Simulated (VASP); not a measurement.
Set up this calculation in VASP 6.6.1, as the native input.

| Quantity | Value |
| --- | --- |
| Task | single point |
| Functional | PBE |
| Potentials or basis | VASP PAW PBE potentials, release 64 (Sr_sv, Ti_sv, O) |
| Cutoff | 600 eV |
| k mesh | 4 × 4 × 4 |
| Occupations | gaussian, width 0.01 eV |
| Spin | no spin polarisation |
| Dipole correction | no |
| Further INCAR settings | ALGO = Normal; EDIFF = 1e-06; NBANDS = 28 |

The structure of SrTiO3 lies in POSCAR:

```
SrTiO3
1.0
    3.9050000000      0.0000000000      0.0000000000
    0.0000000000      3.9050000000      0.0000000000
    0.0000000000      0.0000000000      3.9050000000
Sr Ti O
1 1 3
Direct
    0.0000000000      0.0000000000      0.0000000000
    0.5000000000      0.5000000000      0.5000000000
    0.5000000000      0.5000000000      0.0000000000
    0.5000000000      0.0000000000      0.5000000000
    0.0000000000      0.5000000000      0.5000000000
```

One way to write it, as run:

INCAR

```
SYSTEM = SrTiO3
PREC = Accurate
ENCUT = 600
EDIFF = 1E-6
ISMEAR = 0
SIGMA = 0.01
LREAL = .FALSE.
LASPH = .TRUE.
NELM = 120
ALGO = Normal
ISIF = 2
LWAVE = .FALSE.
LCHARG = .TRUE.
GGA = PE
LELF = .TRUE.
LVHAR = .TRUE.
NBANDS = 28
GGA_COMPAT = .FALSE.
```

KPOINTS

```
Automatic mesh
0
G
  4 4 4
  0 0 0
```

Potentials or basis: VASP PAW PBE potentials, release 64 (Sr_sv, Ti_sv, O).

Run with:

```console
$ cat potpaw_PBE.64/Sr_sv/POTCAR potpaw_PBE.64/Ti_sv/POTCAR potpaw_PBE.64/O/POTCAR > POTCAR
$ mpirun -np 1 vasp_std > vasp.out
```

Results of the run:

```yaml
Pressure: 4.8 GPa
Band_gap_on_the_k_mesh: 1.84 eV, indirect (least direct gap 2.19 eV)
```

Run time: 45 s on 1 thread of Intel Xeon 8259CL, on a shared host, peak memory 0.19 GiB.
